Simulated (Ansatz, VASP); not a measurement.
**One calculation of Hf6Al2O15, two programs**

```
Al Hf O
1.0
    10.58735    0.37733   -0.61444
     0.18090    5.12724    0.16699
    -0.29623    0.16793    5.16299
Al Hf O
2 6 15
Cartesian
  -0.0798 0.7062 1.3728
  2.4934 2.0296 3.0703
  5.4242 1.8895 0.8453
  7.6711 1.7040 3.6771
  2.9838 4.2613 0.4038
  7.9619 4.2068 1.1856
  5.0809 4.6073 3.2724
  10.2371 3.9461 3.6783
  6.7362 0.5346 2.0769
  0.5128 -0.2989 5.5141
  5.8692 0.6453 4.5451
  3.5933 3.0185 2.0054
  8.8293 2.8654 2.4080
  4.2582 3.3201 4.6699
  9.4524 2.3944 4.7708
  1.6660 3.1148 4.2446
  6.8714 2.9263 5.0996
  1.1209 1.5978 2.1651
  6.2412 3.1084 2.3562
  4.3177 5.5011 1.5850
  9.7208 5.1991 2.0625
  3.3504 5.7104 4.0779
  8.6436 5.0706 4.6362
```

Alike in both runs: functional PBE; k mesh 2 × 4 × 4; occupations gaussian, width 0.1 eV; no spin polarisation.

Ansatz relaxed the structure, and its values are those at the end. VASP's run is a single point on that final structure, the one shown.

|  | VASP | Ansatz |
| --- | --- | --- |
| version | VASP 6.6.1 | Ansatz 0.2.0 |
| potentials or method | VASP PAW PBE potentials, release 64 (Al, Hf_pv, O), cutoff 600 eV | scalar-relativistic, plane waves, PAW |
| valence electrons in the cell | 156 | 252 |

|  | VASP | Ansatz | Ansatz less VASP |
| --- | --- | --- | --- |
| gap on the k mesh at the Fermi level (eV) | 4.11 | 4.16 | +0.052 |
| least direct gap on the mesh (eV) | 4.12 | 4.17 | +0.051 |
| pressure (GPa) | -2.4 | 0.1 | +2.51 |
| rms of the force components (eV/Å) | 0.062 | 0.013 | -0.0491 |

VASP's potentials hold 156 valence electrons a cell and Ansatz's 252, so a difference there can come from the potentials and not from the codes.

Spin-orbit coupling is off throughout.
